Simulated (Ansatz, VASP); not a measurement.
# CuI in VASP and in Ansatz

```
Cu I
1.0
     4.05511    0.00000    0.00000
     0.00000    4.05511    0.00000
     0.00000    0.00000    6.66551
Cu I
2 2
Cartesian
  2.0276 2.0276 0.0000
  0.0000 0.0000 0.0000
  2.0276 0.0000 1.7052
  0.0000 2.0276 4.9603
```

Change from the starting cell: uniaxial_z strain +5.0%.

Alike in both runs: task single point; functional r2SCAN; k mesh 6 × 6 × 4; no spin polarisation.

|  | VASP | Ansatz |
| --- | --- | --- |
| version | VASP 6.6.1 | Ansatz 0.2.0 |
| potentials or method | VASP PAW PBE potentials, release 64 (Cu, I) | plane waves, PAW |
| plane-wave cutoff (eV) | 520 | 500 |
| occupations | gaussian, width 0.01 eV | fixed |
| valence electrons in the cell | 36 | 72 |

|  | VASP | Ansatz | Ansatz less VASP |
| --- | --- | --- | --- |
| gap on the k mesh at the Fermi level (eV) | 2.08 | 2.09 | +0.003 |
| pressure (GPa) | 0.4 | 0.4 | 0.00 |
| traceless stress, the component that is largest in VASP (GPa) | -0.27 | -0.30 | -0.028 |
| rms of the force components (eV/Å) | 0.002 | 0.004 | +0.0023 |

VASP's potentials were made for PBE, not for r2SCAN. Atom by atom the forces differ by 0.002 eV/Å (rms over components). VASP's potentials hold 36 valence electrons a cell and Ansatz's 72, so a difference there can come from the potentials and not from the codes.

Neither program's run includes spin-orbit coupling.
